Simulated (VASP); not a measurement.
**Hg: electric field gradients with PBE**

Hg:

```xyz
1
Lattice="0.0000 2.3919 2.3919 2.3919 0.0000 2.3919 2.3919 2.3919 0.0000" Properties=species:S:1:pos:R:3 pbc="T T T"
Hg    0.0000    0.0000    0.0000
```

```yaml
Program: VASP 6.6.1
Task: electric field gradients
Functional: PBE
Potentials_or_basis: VASP PAW PBE potentials, release 64 (Hg)
Cutoff: 400 eV
k_mesh: 8 × 8 × 8
Occupations: gaussian, width 0.1 eV
Spin: no spin polarisation
Dipole_correction: no
Further_INCAR_settings: ALGO = Normal; EDIFF = 1e-08; NBANDS = 12
```

```
Pressure               : 1.9 GPa
Band gap on the k mesh : zero (band 6 reaches 1.57 eV, above the bottom of band 7 at 0.69 eV)
```

Levels at points of the mesh, in eV from the Fermi level:
```csv
k point,band 4,band 5,band 6,band 7,band 8,band 9
"(0.00, 0.00, 0.00)",-6.49,-6.03,-6.03,13.33,13.50,13.50
"(0.50, 0.00, 0.00)",-5.63,-5.63,-1.81,-0.91,11.34,11.34
"(0.50, 0.50, 0.00)",-5.52,-5.52,-0.02,0.30,6.65,6.65
```

It took 6 s on 1 thread of Intel(R) Xeon(R) Platinum 8259CL CPU @ 2.50GHz (Skylake/Cascade Lake), with other jobs on the host, peak memory 0.14 GiB.

Caveat: without QUAD_EFG the Cq values of the log hold for a quadrupole moment of 1 mb, not for the nuclei; spin-orbit coupling is left out, which moves the levels of the heavy elements.
